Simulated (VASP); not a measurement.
A run of VASP 6.6.1 is set up as follows.

File INCAR:

```
AGGAC = 1.0
AGGAX = 1.0
ALDAC = 0.0
ALDAX = 1.0
ALGO = Normal
EDIFF = 1E-6
ENCUT = 520
GGA = B5
ISIF = 2
ISMEAR = -1
LASPH = T
LCHARG = T
LELF = T
LREAL = F
LVHAR = T
LWAVE = F
NBANDS = 56
NELM = 100
PREC = Accurate
SIGMA = 0.05
```

The input KPOINTS:

```
k-points
0
Gamma
  5 8 4
```

The input POSCAR:

```
HfO2
1.0
    5.6078146636      0.0000000000      0.0000000000
    0.0000000000      3.4041652342      0.0000000000
    0.0000000000      0.0000000000      6.6309606707
Hf O
4 8
Direct
    0.7524327504      0.7500000000      0.6026198202
    0.2475672496      0.2500000000      0.3973801798
    0.2524327504      0.7500000000      0.8973801798
    0.7475672496      0.2500000000      0.1026198202
    0.6374654175      0.2500000000      0.4190761860
    0.3625345825      0.7500000000      0.5809238140
    0.1374654175      0.2500000000      0.0809238140
    0.8625345825      0.7500000000      0.9190761860
    0.5146665727      0.2500000000      0.8456505855
    0.4853334273      0.7500000000      0.1543494145
    0.0146665727      0.2500000000      0.6543494145
    0.9853334273      0.7500000000      0.3456505855
```

Potentials or basis: VASP PAW PBE potentials, release 64 (Hf_pv, O).

Launch:

```bash
$ cat potpaw_PBE.64/Hf_pv/POTCAR potpaw_PBE.64/O/POTCAR > POTCAR
$ mpirun -np 1 vasp_std > vasp.out
```

(1) What does it give for the largest force?

(2) Estimate the band gap on the k mesh.

Results:

(1) 0.064 eV/Å.

(2) 3.56 eV.

Caveat: the PAW data sets were made with another functional, which shifts forces and pressure a little; spin-orbit coupling is left out, which moves the levels of the heavy elements.
